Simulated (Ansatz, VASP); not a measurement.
**One calculation of EuO, two programs**

Contents of INCAR:

```
  ALGO = Normal
  EDIFF = 1E-6
  ENCUT = 600
  GGA = PE
  GGA_COMPAT = False
  ISIF = 2
  ISMEAR = 0
  ISPIN = 2
  LASPH = True
  LCHARG = True
  LDAU = True
  LDAUJ = 0 0
  LDAUL = 3 -1
  LDAUPRINT = 1
  LDAUTYPE = 2
  LDAUU = 6 0
  LELF = True
  LMAXMIX = 6
  LORBIT = 11
  LREAL = False
  LVHAR = True
  LWAVE = False
  MAGMOM = 7.29 -0.11
  NBANDS = 22
  NELM = 200
  PREC = Accurate
  SIGMA = 0.05
```

File KPOINTS:

```
k-points
0
Gamma
  10 10 10
```

The input POSCAR:

```
EuO
1.0
    0.0000000000      2.4027614627      2.4027614627
    2.4027614627      0.0000000000      2.4027614627
    2.4027614627      2.4027614627      0.0000000000
Eu O
1 1
Direct
    0.0000000000      0.0000000000      0.0000000000
    0.5000000000      0.5000000000      0.5000000000
```

Input for Ansatz:

```yaml
crystal:
  lattice:
    - [0.0, 2.4027614627, 2.4027614627]
    - [2.4027614627, 0.0, 2.4027614627]
    - [2.4027614627, 2.4027614627, 0.0]
  atoms:
    - { symbol: Eu, position: [0.0, 0.0, 0.0], spin: 7.33 }
    - { symbol: O, position: [0.5, 0.5, 0.5] }
basis:
  ecutwfc: 420
  ecutrho_ratio: 4
kpoints:
  mp_grid: { grid: [10, 10, 10] }
hamiltonian:
  xc: pbe
  hubbard:
    sites:
      - { species: Eu, l: f, u_eff: 6.0, starting_ns: start.occupation_matrices }
    ns_hold: { iters: 6 }
scf:
  occupations: { method: gaussian, width: 0.05 }
  lower_state_search: "off"
output:
  forces: true
  stress: true
  eigenvalues: true
  populations: true
  hubbard: { sites: [{ species: Eu, l: f }] }
magnetization:
  spin_polarized: true
```

Alike in both runs: task single point; functional PBE; k mesh 10 × 10 × 10; occupations gaussian, width 0.05 eV; collinear spin; Hubbard terms Eu f U = 6.0 eV.

|  | VASP | Ansatz |
| --- | --- | --- |
| version | VASP 6.6.1 | Ansatz 0.2.0 |
| potentials or method | VASP PAW PBE potentials, release 64 (Eu, O), cutoff 600 eV | scalar-relativistic, plane waves, PAW |
| valence electrons in the cell | 23 | 23 |

|  | VASP | Ansatz | Ansatz less VASP |
| --- | --- | --- | --- |
| gap on the k mesh at the Fermi level (eV) | none | none | - |
| net moment per atom (μB) | 3.50 | 3.50 | 0.000 |
| size of the moment on the site where the two differ most (μB) | 6.71 | 6.63 | -0.080 |

Site moments also hang on the region over which each program counts them. The programs project onto different local orbitals, so the same U acts differently, and such runs can settle in different states. A gap of «none» marks a metal or a gap that the smearing closes. Ansatz's warnings: filled band counts differ across k points.

Neither program's run includes spin-orbit coupling.
